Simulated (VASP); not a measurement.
# Dy2Ti (P6/mmm) in VASP: notebook, part 2 of 2

VASP 6.6.1. Earlier steps stand in the parts before.

## (4) Relaxation of cell and atoms, PBE, collinear spin

This run uses another cell than the first one, of 25.40 Å³/atom.

File INCAR:

```
SYSTEM = Dy2Ti
PREC = Accurate
ENCUT = 500
EDIFF = 1E-7
ISMEAR = 0
SIGMA = 0.1
LREAL = .FALSE.
LASPH = .TRUE.
NELM = 200
ALGO = Normal
ISIF = 3
LWAVE = .FALSE.
LCHARG = .FALSE.
ISPIN = 2
MAGMOM = 0 0 0.38
LORBIT = 11
LMAXMIX = 6
GGA = PE
IBRION = 2
NSW = 100
EDIFFG = -0.01
GGA_COMPAT = .FALSE.
NELMIN = 4
KPAR = 4
```

File KPOINTS:

```
Automatic mesh
0
G
  12 12 12
  0 0 0
```

File POSCAR:

```
Dy2Ti
1.0
    5.2375800754      0.0000000000      0.0000000000
   -2.6187900377      4.5358773997      0.0000000000
    0.0000000000      0.0000000000      3.2078307588
Dy Ti
2 1
Direct
    0.3333333333      0.6666666667      0.5000000000
    0.6666666667      0.3333333333      0.5000000000
    0.0000000000      0.0000000000      0.0000000000
```

Potentials or basis: VASP PAW PBE potentials, release 64 (Dy_3, Ti_sv), 4f in core.

Run with:

```console
> cat potpaw_PBE.64/Dy_3/POTCAR potpaw_PBE.64/Ti_sv/POTCAR > POTCAR
> mpirun -np 4 vasp_std > vasp.out
```

OUTCAR:

```text
SYSTEM = Dy2Ti
   PREC = Accurate
   ENCUT = 500
   EDIFF = 1E-7
   ISMEAR = 0
   LREAL = .FALSE.
   LASPH = .TRUE.
   NELM = 200
   ISIF = 3
   ISPIN = 2
   LORBIT = 11
   GGA = PE
   IBRION = 2
   NSW = 100
   EDIFFG = -0.01
   NELMIN = 4

 ion  position               nearest neighbor table
   1  0.333  0.667  0.500-   2 3.02   2 3.02   2 3.02
   2  0.667  0.333  0.500-   1 3.02   1 3.02   1 3.02
   3  0.000  0.000  0.000-

  LATTYP: Found a hexagonal cell.
 ALAT       =     5.2375800754
 C/A-ratio  =     0.6124642894

  Lattice vectors:

 A1 = (   5.2375800754,   0.0000000000,   0.0000000000)
 A2 = (  -2.6187900377,   4.5358773997,   0.0000000000)
 A3 = (   0.0000000000,   0.0000000000,   3.2078307588)

Analysis of symmetry for initial positions (statically):
=====================================================================
 Subroutine PRICEL returns:
 Original cell was already a primitive cell.

 Routine SETGRP: Setting up the symmetry group for a
 hexagonal supercell.

 Subroutine GETGRP returns: Found 24 space group operations
 (whereof 24 operations were pure point group operations)
 out of a pool of 24 trial point group operations.

The static configuration has the point symmetry D_6h.

Analysis of symmetry for dynamics (positions and initial velocities):
=====================================================================
 Subroutine PRICEL returns:
 Original cell was already a primitive cell.

 Routine SETGRP: Setting up the symmetry group for a
 hexagonal supercell.

 Subroutine GETGRP returns: Found 24 space group operations
 (whereof 24 operations were pure point group operations)
 out of a pool of 24 trial point group operations.

The dynamic configuration has the point symmetry D_6h.

Analysis of structural, dynamic, and magnetic symmetry:
=====================================================================
 Subroutine PRICEL returns:
 Original cell was already a primitive cell.

 Routine SETGRP: Setting up the symmetry group for a
 hexagonal supercell.
[... 144 lines left out ...]
 NGX is ok and might be reduce to    40
   NGX = 19   NGY = 19   NGZ = 11

--------------------------------------- Ionic step        1  -------------------------------------------

 number of electron      30.0000003 magnetization       0.0001762

 number of electron      30.0000002 magnetization      -0.0037002

 Free energy of the ion-electron system (eV)
  ---------------------------------------------------
  ext. energy  EPLUGINS =         0.00000000
  ---------------------------------------------------
  free energy    TOTEN  =       -15.96621816 eV

  energy without entropy =      -15.93671326  energy(sigma->0) =      -15.95146571

------------------------ aborting loop because EDIFF is reached ----------------------------------------

  FORCE on cell =-STRESS in cart. coord.  units (eV):
  Direction    XX          YY          ZZ          XY          YZ          ZX
  --------------------------------------------------------------------------------------
  -------------------------------------------------------------------------------------
  Total        0.2363640      0.2363640      0.1531217      0.0000000      0.0000000      0.0000000
  in kB        4.9692237      4.9692237      3.2191689      0.0000000      0.0000000      0.0000000
  external PRESSURE =       4.3858721 kB  Pullay stress =       0.0000000 kB
[... 61 lines left out ...]
--------------------------------------- Ionic step        3  -------------------------------------------

 number of electron      30.0000003 magnetization      -0.0077051

 Free energy of the ion-electron system (eV)
  ---------------------------------------------------
  ext. energy  EPLUGINS =         0.00000000
  ---------------------------------------------------
  free energy    TOTEN  =       -15.96702852 eV

  energy without entropy =      -15.93732623  energy(sigma->0) =      -15.95217737

 E-fermi :   4.3053     XC(G=0): -10.4470

 val. band max:        4.3047397335   @ k =   0.4167  -0.0000   0.0833
 cond. band min:       4.3059691782   @ k =   0.3333   0.0833   0.0000
 fundamental gap:      0.0012294447
 Fermi energy:         4.3052929457

 spin component 1

 k-point     1 :       0.0000    0.0000    0.0000
  band No.  band energies     occupation
      1     -52.8555      1.00000
      2     -29.1382      1.00000
      3     -29.1382      1.00000
      4     -28.8627      1.00000
      5     -19.0666      1.00000
      6     -19.0666      1.00000
[... 517 lines left out ...]
     18       5.5825      0.00000
     19       5.7286      0.00000

 [... further k-points ...]

 spin component 2

 k-point     1 :       0.0000    0.0000    0.0000
  band No.  band energies     occupation
      1     -52.8595      1.00000
      2     -29.1417      1.00000
      3     -29.1417      1.00000
      4     -28.8678      1.00000
      5     -19.0667      1.00000
      6     -19.0667      1.00000
[... 549 lines left out ...]
  FREE ENERGIE OF THE ION-ELECTRON SYSTEM (eV)
  ---------------------------------------------------
  free  energy   TOTEN  =       -15.9670285205 eV

  energy  without entropy=      -15.9373262269  energy(sigma->0) =      -15.95217737

 reached required accuracy - stopping structural energy minimisation

 total charge

# of ion       s       p       d       tot
------------------------------------------
    1        0.449   6.433   1.333   8.215
    2        0.449   6.433   1.333   8.215
    3        2.209   6.073   1.738  10.020
--------------------------------------------------
tot          3.106  18.939   4.405  26.451

 magnetization (x)

# of ion       s       p       d       tot
------------------------------------------
    1        0.000  -0.000  -0.000  -0.001
    2        0.000  -0.000  -0.000  -0.001
    3       -0.000  -0.000  -0.004  -0.004
--------------------------------------------------
tot          0.000  -0.001  -0.005  -0.005
```

It took 2.5 min on 4 MPI ranks of AMD EPYC 9R45 (Zen 5), shared host; peak memory 0.43 GiB.

Results:

```yaml
Free_energy: -15.9670 eV
Relaxed_volume: 25.60 Å³/atom
Relaxed_cell: a = 5.253 Å, b = 5.253 Å, c = 3.214 Å, α = 90.00°, β = 90.00°, γ = 120.00°
Space_group_after_relaxing_to_0.1_Å: P6/mmm (No. 191)
Energy_gained_by_relaxing: 0.3 meV/atom
Ionic_steps: 3
Pressure_after_relaxing: 0.0 GPa
Band_gap_on_the_k_mesh: zero (filled and empty bands overlap)
Net_moment: -0.01 μB per cell
Valence_electrons_inside_the_program's_atomic_spheres: Dy 8.21; Ti 10.02
```

Step by step:
| step | energy change (eV) | largest force (eV/Å) | pressure (GPa) | volume (Å³) |
| --- | --- | --- | --- | --- |
| 1 | 0.0000 | 0.0000 | 0.44 | 76.21 |
| 2 | -0.0007 | 0.0000 | -0.14 | 76.98 |
| 3 | -0.0008 | 0.0000 | 0.00 | 76.79 |

Final structure:
```yaml
crystal:
  lattice:
    - [5.25266, 0.00000, 0.00000]
    - [-2.62633, 4.54894, 0.00000]
    - [0.00000, 0.00000, 3.21382]
  atoms:
    - { symbol: Dy, position: [0.33333, 0.66667, 0.50000] }
    - { symbol: Dy, position: [0.66667, 0.33333, 0.50000] }
    - { symbol: Ti, position: [0.00000, 0.00000, 0.00000] }
```

Caveat: the magnetic or orbital state may not be the lowest; spin-orbit coupling is left out, which moves the levels of the heavy elements; the 4f electrons are frozen in the core, so they carry no moment and show no levels.

## (5) Overview

| task | spin | cell | k mesh | smearing | gap on the mesh (eV) | pressure (GPa) | relaxed volume (Å³/atom) |
| --- | --- | --- | --- | --- | --- | --- | --- |
| relaxation of cell and atoms | off | relaxed from a = 4.920, b = 4.920, c = 3.341 Å, angles 90.0, 90.0, 120.0°, 3 atoms | 5 × 5 × 6 | gaussian 0.2 eV | none | -0.1 | 25.70 |
| single point | off | a = 5.236, b = 5.236, c = 3.208 Å, angles 90.0, 90.0, 120.0°, 3 atoms | 12 × 12 × 12 | gaussian 0.1 eV | none | 0.5 | - |
| relaxation of cell and atoms | collinear | relaxed from a = 5.238, b = 5.238, c = 3.208 Å, angles 90.0, 90.0, 120.0°, 3 atoms | 12 × 12 × 12 | gaussian 0.1 eV | none | 0.0 | 25.60 |

Alike in all rows: level PBE; potentials or basis VASP PAW PBE potentials, release 64 (Dy_3, Ti_sv), 4f in core; cutoff (eV) 500.

Caveats: spin-orbit coupling is left out, which moves the levels of the heavy elements; the 4f electrons are frozen in the core, so they carry no moment and show no levels; the magnetic or orbital state may not be the lowest (at least some runs).

Total energies depend on the potentials used, so only differences within one code and one set of settings carry meaning.
